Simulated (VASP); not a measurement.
Zn4S, 5 atoms in the cell. The structure is tetragonal, space group P4/mmm (No. 123). Conventional cell: a = 5.363 Å, b = 5.363 Å, c = 3.393 Å, α = 90.00°, β = 90.00°, γ = 90.00°. Zn (site symmetry m2m) has 4 Zn at 2.52 to 2.84 Å and 2 S at 2.63 Å within 3.3 Å. S (site symmetry 4/mmm) has 8 Zn at 2.63 Å and 2 S at 3.39 Å within 3.5 Å. 

```yaml
Program: VASP 6.6.1
Task: single point
Functional: PBE
Potentials_or_basis: VASP PAW PBE potentials, release 64 (Zn, S)
Cutoff: 520 eV
k_mesh: 8 × 8 × 12
Occupations: gaussian, width 0.1 eV
Spin: no spin polarisation
Dipole_correction: no
Further_INCAR_settings: ALGO = Normal; EDIFF = 1e-07; NBANDS = 35
```

Potentials or basis: VASP PAW PBE potentials, release 64 (Zn, S).

Launch:

```bash
$ cat potpaw_PBE.64/Zn/POTCAR potpaw_PBE.64/S/POTCAR > POTCAR
$ mpirun -np 1 vasp_std > vasp.out
```

Hardware: 1 thread of Intel(R) Xeon(R) 6975P-C (Granite Rapids) (shared host).

Problem. Estimate the wall time of this run.

Solution. Run time: 2.6 min on 1 thread of Intel(R) Xeon(R) 6975P-C (Granite Rapids) (shared host), peak memory 0.39 GiB. Counts: scf iterations 14, k points 105.
